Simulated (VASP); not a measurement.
# Be16N (a cell with a defect) in VASP: a series of runs

Be16N (a cell with a defect) is run at these levels: PBE; tasks: single point, relaxation of the atoms.

Program: VASP 6.6.1. These are calculated values, not measurements. Logs are shortened: lines on timing, memory, paths and dates and some standing lists are left out, and cuts for length are marked.

## Step 1: The cell of the first run

The cell holds a defect, 17 atoms: a = 4.580 Å, b = 3.966 Å, c = 7.177 Å, α = 90.00°, β = 90.00°, γ = 90.00°.

## Step 2: Single point, PBE

File INCAR:

```
PREC = Accurate ; ENCUT = 520
EDIFF = 1E-6 ; ISMEAR = -1
SIGMA = 0.05 ; LREAL = Auto
LASPH = T ; NELM = 80
ALGO = Normal ; ISIF = 2
LWAVE = F ; LCHARG = F
GGA = PE ; NBANDS = 32
```

File KPOINTS:

```
regular mesh
0
Gamma
  3 3 2
```

File POSCAR:

```
Be16N
1.0
   -2.2900000000     -3.9663960000      0.0000000000
    3.4350000000     -1.9831980000      0.0000000000
    0.0000000000      0.0000000000      7.1768600000
Be N
16 1
Direct
    0.7497790341      0.4985361820      0.0057172334
    0.5035251004      0.3358040804      0.2429225603
    0.7507357647      0.5340081612      0.4917101587
    0.5087786123      0.3410515402      0.7565911318
    0.5035602445     -0.0025813987      0.0065299129
    0.2498160251      0.8367157984      0.2417141593
    0.5079824577     -0.0070262261      0.4927549055
    0.2503442982      0.8416064225      0.7622009245
    0.2498076838      0.4970222495      0.0078342033
   -0.0037752267      0.3356974668      0.2429315347
    0.2503485919      0.4922526026      0.4872195789
   -0.0077009569      0.3400274145      0.7566659442
   -0.0037996189     -0.0024712509      0.0065075856
    0.7497893673      0.8350077816      0.2435945628
   -0.0068687557     -0.0060032026      0.4926691961
    0.7507506634      0.8005802843      0.7578029014
    0.2509219149      0.1672226942      0.6249493066
```

Potentials or basis: VASP PAW PBE potentials, release 64 (Be, N).

Command:

```
> cat potpaw_PBE.64/Be/POTCAR potpaw_PBE.64/N/POTCAR > POTCAR
> mpirun -np 1 vasp_std > vasp.out
```

OUTCAR:

```text
PREC = Accurate
   ENCUT = 520
   EDIFF = 1E-6
   ISMEAR = -1
   LREAL = Auto
   LASPH = T
   NELM = 80
   ISIF = 2
   GGA = PE

 ion  position               nearest neighbor table
   1  0.750  0.499  0.006-   2 2.14  10 2.14  16 2.14  14 2.17   4 2.19  12 2.20   5 2.28  13 2.28
                             5 2.29  13 2.29   9 2.29   9 2.29
   2  0.504  0.336  0.243-   1 2.14   9 2.15   5 2.16  11 2.19   7 2.25   3 2.26  10 2.26  14 2.28
                            14 2.28   6 2.30   6 2.30  10 2.32
   3  0.751  0.534  0.492-   7 2.13  15 2.14  14 2.14  16 2.18  10 2.25   2 2.26  11 2.29  11 2.30
                             4 2.33  12 2.33
   4  0.509  0.341  0.757-  17 1.66  16 2.13   1 2.19  12 2.21   9 2.25   5 2.25   8 2.31   8 2.31
                             3 2.33   7 2.34  11 2.34  12 2.37
   5  0.504  0.997  0.007-  14 2.14   6 2.15   2 2.16   8 2.19   4 2.25  16 2.25  13 2.26   1 2.28
                             1 2.29   9 2.30   9 2.30  13 2.32
   6  0.250  0.837  0.242-  13 2.15   5 2.15   9 2.15  11 2.23  15 2.24   7 2.24  14 2.29  14 2.29
                            10 2.29   2 2.30   2 2.30  10 2.30
   7  0.508  0.993  0.493-  17 1.66   3 2.13  14 2.19  15 2.22   6 2.24   2 2.25  11 2.31  11 2.31
                            16 2.33   4 2.34   8 2.34  15 2.36
   8  0.250  0.842  0.762-  17 1.62   5 2.19  13 2.19   9 2.23  16 2.29  16 2.30  12 2.30   4 2.31
                             4 2.31  12 2.31   7 2.34  15 2.34
   9  0.250  0.497  0.008-  10 2.15   2 2.15   6 2.15   8 2.23  12 2.24   4 2.25   1 2.29   1 2.29
                            13 2.30   5 2.30   5 2.30  13 2.30
  10  0.996  0.336  0.243-   1 2.14   9 2.15  13 2.16  11 2.19  15 2.25   3 2.25   2 2.26  14 2.28
                            14 2.28   6 2.29   6 2.30   2 2.32
  11  0.250  0.492  0.487-  17 1.62   2 2.19  10 2.19   6 2.23   3 2.29   3 2.30  15 2.30   7 2.31
                             7 2.31  15 2.31   4 2.34  12 2.35
  12  0.992  0.340  0.757-  17 1.66  16 2.14   1 2.20   4 2.21   9 2.24  13 2.25   8 2.30   8 2.31
                             3 2.33  15 2.34  11 2.35   4 2.37
  13  0.996  0.998  0.007-  14 2.14   6 2.15  10 2.16   8 2.19  16 2.25  12 2.25   5 2.26   1 2.28
                             1 2.29   9 2.30   9 2.30   5 2.32
  14  0.750  0.835  0.244-   5 2.14  13 2.14   3 2.14   1 2.17   7 2.19  15 2.20   2 2.28  10 2.28
                             2 2.28  10 2.28   6 2.29   6 2.29
  15  0.993  0.994  0.493-  17 1.66   3 2.14  14 2.20   7 2.22   6 2.24  10 2.25  11 2.30  11 2.31
                            16 2.33  12 2.34   8 2.34   7 2.36
  16  0.751  0.801  0.758-   4 2.13  12 2.14   1 2.14   3 2.18  13 2.25   5 2.25   8 2.29   8 2.30
                             7 2.33  15 2.33
  17  0.251  0.167  0.625-   8 1.62  11 1.62   4 1.66   7 1.66  12 1.66  15 1.66

  LATTYP: Found a simple orthorhombic cell.
 ALAT       =     3.9663962620
 B/A-ratio  =     1.1547004875
 C/A-ratio  =     1.8094157835

  Lattice vectors:

 A1 = (  -3.4350000000,   1.9831980000,   0.0000000000)
 A2 = (  -2.2900000000,  -3.9663960000,   0.0000000000)
 A3 = (   0.0000000000,   0.0000000000,   7.1768600000)

Analysis of symmetry for initial positions (statically):
=====================================================================
 Subroutine PRICEL returns:
 Original cell was already a primitive cell.

 Routine SETGRP: Setting up the symmetry group for a
 simple orthorhombic supercell.

 Subroutine GETGRP returns: Found  1 space group operations
 (whereof  1 operations were pure point group operations)
 out of a pool of  8 trial point group operations.

The static configuration has the point symmetry C_1 .

Analysis of symmetry for dynamics (positions and initial velocities):
=====================================================================
 Subroutine PRICEL returns:
 Original cell was already a primitive cell.

 Routine SETGRP: Setting up the symmetry group for a
 simple orthorhombic supercell.

 Subroutine GETGRP returns: Found  1 space group operations
 (whereof  1 operations were pure point group operations)
 out of a pool of  8 trial point group operations.

The dynamic configuration has the point symmetry C_1 .

 Subroutine INISYM returns: Found  1 space group operations
 (whereof  1 operations are pure point group operations),
 and found     1 'primitive' translations

----------------------------------------------------------------------------------------

                                     Primitive cell

  volume of cell :     130.3755

  direct lattice vectors                    reciprocal lattice vectors
    -2.290000000 -3.966396000  0.000000000    -0.109170306 -0.189088533  0.000000000
     3.435000000 -1.983198000  0.000000000     0.218340611 -0.126059022  0.000000000
     0.000000000  0.000000000  7.176860000     0.000000000  0.000000000  0.139336702

[... 56 lines left out ...]

  Length of vectors
     0.072780209  0.084039342  0.069668351

  Shift w.r.t. Gamma in fractional coordinates (k-lattice)
     0.000000000  0.000000000  0.000000000

 Subroutine IBZKPT returns following result:
 ===========================================

 Found     10 irreducible k-points:

 Following reciprocal coordinates:
            Coordinates               Weight
  0.000000  0.000000  0.000000      1.000000
  0.333333  0.000000  0.000000      2.000000
  0.000000  0.333333  0.000000      2.000000
  0.333333  0.333333  0.000000      2.000000
 -0.333333  0.333333  0.000000      2.000000
  0.000000  0.000000  0.500000      1.000000
  0.333333  0.000000  0.500000      2.000000
  0.000000  0.333333  0.500000      2.000000
  0.333333  0.333333  0.500000      2.000000
 -0.333333  0.333333  0.500000      2.000000
   k-points           NKPTS =     10   k-points in BZ     NKDIM =     10   number of bands    NBANDS=     32
   number of dos      NEDOS =    301   number of ions     NIONS =     17
   total plane-waves  NPLWV =  58320
   dimension x,y,z NGX =    36 NGY =   30 NGZ =   54
   dimension x,y,z NGXF=    72 NGYF=   60 NGZF=  108
   ions per type =              16   1
   NGX,Y,Z   is equivalent  to a cutoff of  13.07, 12.57, 12.51 a.u.
   NGXF,Y,Z  is equivalent  to a cutoff of  26.13, 25.15, 25.02 a.u.
 SYSTEM =  unknown system
   PREC   = accura    normal or accurate (medium, high low for compatibility)
   ISTART =      0    job   : 0-new  1-cont  2-samecut
   ICHARG =      2    charge: 1-file 2-atom 10-const
   ISPIN  =      1    spin polarized calculation?
   LNONCOLLINEAR =      F non collinear calculations
   LSORBIT =      F    spin-orbit coupling
   LASPH  =      T    aspherical Exc in radial PAW
   ENCUT  =  520.0 eV  38.22 Ry    6.18 a.u.   8.52  7.37 13.34*2*pi/ulx,y,z
   NELM   =     80;   NELMIN=  2; NELMDL= -5     # of ELM steps
   EDIFF  = 0.1E-05   stopping-criterion for ELM
   LREAL  =      T    real-space projection
   EDIFFG = 0.1E-04   stopping-criterion for IOM
   NSW    =      0    number of steps for IOM
   IBRION =     -1    ionic relax: 0-MD 1-quasi-New 2-CG
   NFREE  =      0    steps in history (QN), initial steepest desc. (CG)
   ISIF   =      2    stress and relaxation
   ISYM   =      2    0-nonsym 1-usesym 2-fastsym
   POTIM  = 0.5000    time-step for ionic-motion
   TEBEG  =    0.0;   TEEND  =   0.0 temperature during run
   PSTRESS=    0.0 pullay stress
   NELECT =      37.0000    total number of electrons
   NUPDOWN=      -1.0000    fix difference up-down
   EMIN   =  10.00;   EMAX   =-10.00  energy-range for DOS
   EFERMI =   0.00;   METHOD = LEGACY
   ISMEAR =    -1;   SIGMA  =   0.05  broadening in eV -4-tet -1-fermi 0-gaus
   EFERMI_NEDOS =   21; number of points for ismear=-14 and -15
   IALGO  =     38    algorithm
   IMIX   =      4    mixing-type and parameters
     AMIX     =   0.40;   BMIX     =  1.00
     AMIX_MAG =   1.60;   BMIX_MAG =  1.00
  volume/ion in A,a.u.               =       7.67        51.75
  Fermi-wavevector in a.u.,A,eV,Ry     =   1.075829  2.033023 15.747503  1.157409
  Thomas-Fermi vector in A             =   2.211697
   LORBIT       =      0    0 simple, 1 ext, 2 COOP (PROOUT), +10 PAW based schemes
   GGA     = PE    functional components
   LHFCALC =     F    Hartree Fock is set to
   AEXX    =    0.0000 exact exchange contribution
   IVDW    =     0    specifies the selected vdW correction
   LEPSILON=     F    determine dielectric tensor
   LRPA    =     F    only Hartree local field effects (RPA)
 non-spin polarized calculation
  energy-cutoff  :      520.00
  volume of cell :      130.38
 maximum number of plane-waves:      3531
 NGX is ok and might be reduce to    36
   NGX = 17   NGY = 15   NGZ = 27

 number of electron      37.0000001 magnetization

 Free energy of the ion-electron system (eV)
  ---------------------------------------------------
  ext. energy  EPLUGINS =         0.00000000
  ---------------------------------------------------
  free energy    TOTEN  =       -67.36770364 eV

  energy without entropy =      -67.34515840  energy(sigma->0) =      -67.35643102

 E-fermi :   7.3171     XC(G=0): -10.7461

 val. band max:        7.2430848599   @ k =  -0.3333   0.3333   0.0000
 cond. band min:       7.3964473858   @ k =   0.3333   0.3333   0.5000
 fundamental gap:      0.1533625259
 Fermi energy:         7.3171273282

 k-point     1 :       0.0000    0.0000    0.0000
  band No.  band energies     occupation
      1     -10.6096      2.00000
      2      -3.4353      2.00000
      3      -2.4436      2.00000
      4      -0.8549      2.00000
      5      -0.7130      2.00000
      6      -0.1412      2.00000
[... 319 lines left out ...]
     29      12.4831      0.00000
     30      12.8477      0.00000
 [bands above 30 left out]

------------------------ aborting loop because EDIFF is reached ----------------------------------------

  FORCE on cell =-STRESS in cart. coord.  units (eV):
  Direction    XX          YY          ZZ          XY          YZ          ZX
  --------------------------------------------------------------------------------------
  -------------------------------------------------------------------------------------
  Total        5.4844438      4.9481735      9.6152174     -0.4648817      0.9319603     -1.6136160
  in kB       67.3980219     60.8078266    118.1608666     -5.7129046     11.4528072    -19.8296364
  external PRESSURE =      82.1222384 kB  Pullay stress =       0.0000000 kB

 VOLUME and BASIS-vectors are now :
 -----------------------------------------------------------------------------
  energy-cutoff  :      520.00
  volume of cell :      130.38
      direct lattice vectors                 reciprocal lattice vectors
    -2.290000000 -3.966396000  0.000000000    -0.109170306 -0.189088533  0.000000000
     3.435000000 -1.983198000  0.000000000     0.218340611 -0.126059022  0.000000000
     0.000000000  0.000000000  7.176860000     0.000000000  0.000000000  0.139336702

 POSITION                                       TOTAL-FORCE (eV/Angst)
 -----------------------------------------------------------------------------------
     -0.00452     -3.96262      0.04103        -0.008423     -0.002307     -0.007621
      0.00041     -2.66315      1.74342        -0.014010     -0.003300     -0.002399
      0.11513     -4.03676      3.52893         0.036263     -0.019116     -0.010903
      0.00641     -2.69439      5.42995        -0.011167      0.031980      0.011913
      2.27298     -3.97540      0.04686         0.016581     -0.016416      0.000836
      2.30204     -2.65024      1.73475        -0.004595     -0.001943     -0.003601
[... 9 lines left out ...]
      1.03077     -4.56548      5.43865        -0.048025      0.030611      0.006184
     -0.00020     -1.32689      4.48517         0.007438     -0.002089     -0.007055
 -----------------------------------------------------------------------------------
    total drift:                               -0.000148      0.000975      0.001486

  FREE ENERGIE OF THE ION-ELECTRON SYSTEM (eV)
  ---------------------------------------------------
  free  energy   TOTEN  =       -67.3677036424 eV

  energy  without entropy=      -67.3451583966  energy(sigma->0) =      -67.35643102
```

Run time: 2 min. Hardware: 1 thread of Oxide Virtual Turin-like, shared host; peak memory 0.2 GiB.

What came out:

| Property | Result |
| --- | --- |
| Free energy | -67.3677 eV |
| Pressure | 8.2 GPa |
| Largest force | 0.057 eV/Å |
| Band gap on the k mesh | zero (an odd number of electrons rules out a gap without spin polarisation) |

Forces on the atoms (eV/Å):
```
Be  -0.008 -0.002 -0.008
Be  -0.014 -0.003 -0.002
Be   0.036 -0.019 -0.011
Be  -0.011  0.032  0.012
Be   0.017 -0.016  0.001
Be  -0.005 -0.002 -0.004
Be   0.016 -0.013 -0.008
Be  -0.034  0.024  0.026
Be  -0.005 -0.002  0.000
Be  -0.005  0.004 -0.001
Be   0.041 -0.019 -0.027
Be  -0.020 -0.002  0.010
Be   0.015 -0.011  0.000
Be   0.001 -0.008  0.018
Be   0.017  0.008 -0.006
Be  -0.048  0.031  0.006
N    0.007 -0.002 -0.007
```

Caveat: the k points lie up to 0.53 Å⁻¹ apart, too coarse for converged energies and pressures of a metal.

## Step 3: Relaxation of the atoms, PBE

File INCAR:

```
SYSTEM = Be16N
PREC = Accurate ; ENCUT = 520
EDIFF = 1E-6 ; ISMEAR = -1
SIGMA = 0.05 ; LREAL = Auto
LASPH = .TRUE. ; NELM = 80
ALGO = Normal ; ISIF = 2
LWAVE = .FALSE. ; LCHARG = .FALSE.
GGA = PE ; IBRION = 2
NSW = 45 ; EDIFFG = -0.08
```

File KPOINTS:

```
Automatic mesh
0
G
  3 3 2
  0 0 0
```

File POSCAR:

```
Be16N
1.0
   -2.2900000000     -3.9663960000      0.0000000000
    3.4350000000     -1.9831980000      0.0000000000
    0.0000000000      0.0000000000      7.1768600000
Be N
16 1
Direct
    0.7500000000      0.5000000000      0.0000000000
    0.5000000000      0.3333333000      0.2500000000
    0.7500000000      0.5000000000      0.5000000000
    0.5000000000      0.3333333000      0.7500000000
    0.5000000000      0.0000000000      0.0000000000
    0.2500000000      0.8333333000      0.2500000000
    0.5000000000      0.0000000000      0.5000000000
    0.2500000000      0.8333333000      0.7500000000
    0.2500000000      0.5000000000      0.0000000000
    0.0000000000      0.3333333000      0.2500000000
    0.2500000000      0.5000000000      0.5000000000
    0.0000000000      0.3333333000      0.7500000000
    0.0000000000      0.0000000000      0.0000000000
    0.7500000000      0.8333333000      0.2500000000
    0.0000000000      0.0000000000      0.5000000000
    0.7500000000      0.8333333000      0.7500000000
    0.2539952000      0.1707842000      0.6203158000
```

Potentials or basis: VASP PAW PBE potentials, release 64 (Be, N).

Command:

```
> cat potpaw_PBE.64/Be/POTCAR potpaw_PBE.64/N/POTCAR > POTCAR
> mpirun -np 1 vasp_std > vasp.out
```

Wall time 7.5 min (1 thread of Oxide Virtual Turin-like, shared host); peak memory 0.2 GiB.

It converged, with:

```
Free energy                  : -67.3683 eV
Energy gained by relaxing    : 34.2 meV/atom
Ionic steps                  : 10
Pressure after relaxing      : 8.2 GPa
Largest force after relaxing : 0.026 eV/Å
Band gap on the k mesh       : zero (an odd number of electrons rules out a gap without spin polarisation)
```

Forces in eV/Å, atoms in the order of the input:
```
Be  -0.019  0.009  0.001
Be   0.009  0.000 -0.015
Be   0.007  0.000  0.012
Be  -0.016 -0.006  0.001
Be  -0.004  0.006  0.018
Be   0.019 -0.012 -0.006
Be   0.011 -0.016  0.002
Be  -0.009  0.003  0.014
Be  -0.020  0.010  0.008
Be   0.005 -0.011 -0.017
Be  -0.013  0.003 -0.005
Be   0.009  0.020  0.010
Be  -0.011 -0.001  0.019
Be   0.022 -0.012 -0.007
Be   0.016  0.010 -0.005
Be  -0.002  0.003 -0.016
N   -0.004 -0.005 -0.016
```

Stress tensor (GPa, compression positive):
```
 6.80 -0.68 -1.92
-0.68  6.02  1.11
-1.92  1.11 11.81
```

The path:
```
step  energy change (eV)  largest force (eV/Å)  pressure (GPa)
   1              0.0000                1.6913            9.98
   2             -0.4270                1.0470            8.04
   3             -0.4336                1.3133            7.91
   4             -0.5426                0.5818            7.75
   5             -0.5442                0.5007            7.74
   6             -0.5753                0.1846            8.13
   7             -0.5758                0.1939            8.20
   8             -0.5803                0.1001            8.24
   9             -0.5803                0.1112            8.25
  10             -0.5819                0.0262            8.21
```

Final structure:
```yaml
crystal:
  lattice:
    - [-2.29000, -3.96640, 0.00000]
    - [3.43500, -1.98320, 0.00000]
    - [0.00000, 0.00000, 7.17686]
  atoms:
    - { symbol: Be, position: [0.75012, 0.49891, 0.00580] }
    - { symbol: Be, position: [0.50394, 0.33514, 0.24306] }
    - { symbol: Be, position: [0.75048, 0.53485, 0.49156] }
    - { symbol: Be, position: [0.50803, 0.33995, 0.75701] }
    - { symbol: Be, position: [0.50390, 0.99826, 0.00633] }
    - { symbol: Be, position: [0.25009, 0.83594, 0.24164] }
    - { symbol: Be, position: [0.50761, 0.99361, 0.49258] }
    - { symbol: Be, position: [0.25014, 0.84109, 0.76196] }
    - { symbol: Be, position: [0.25005, 0.49778, 0.00779] }
    - { symbol: Be, position: [0.99624, 0.33503, 0.24310] }
    - { symbol: Be, position: [0.25010, 0.49397, 0.48711] }
    - { symbol: Be, position: [0.99268, 0.33938, 0.75689] }
    - { symbol: Be, position: [0.99631, 0.99838, 0.00630] }
    - { symbol: Be, position: [0.75017, 0.83439, 0.24374] }
    - { symbol: Be, position: [0.99311, 0.99416, 0.49268] }
    - { symbol: Be, position: [0.75044, 0.79878, 0.75798] }
    - { symbol: N, position: [0.25058, 0.16783, 0.62479] }
```

Levels at points of the mesh, in eV from the Fermi level:
| k point | band 15 | band 16 | band 17 | band 18 | band 19 | band 20 | band 21 | band 22 |
| --- | --- | --- | --- | --- | --- | --- | --- | --- |
| (0.00, 0.00, 0.00) | -2.69 | -1.80 | -1.64 | -0.54 | 0.69 | 0.69 | 1.63 | 1.72 |
| (0.00, 0.00, 0.50) | -2.32 | -1.69 | -1.36 | -0.44 | -0.34 | 0.16 | 2.01 | 2.16 |

Caveat: the k points lie up to 0.53 Å⁻¹ apart, too coarse for converged energies and pressures of a metal.

The gap in the log of VASP goes by the Fermi energy; the results here count the filled bands.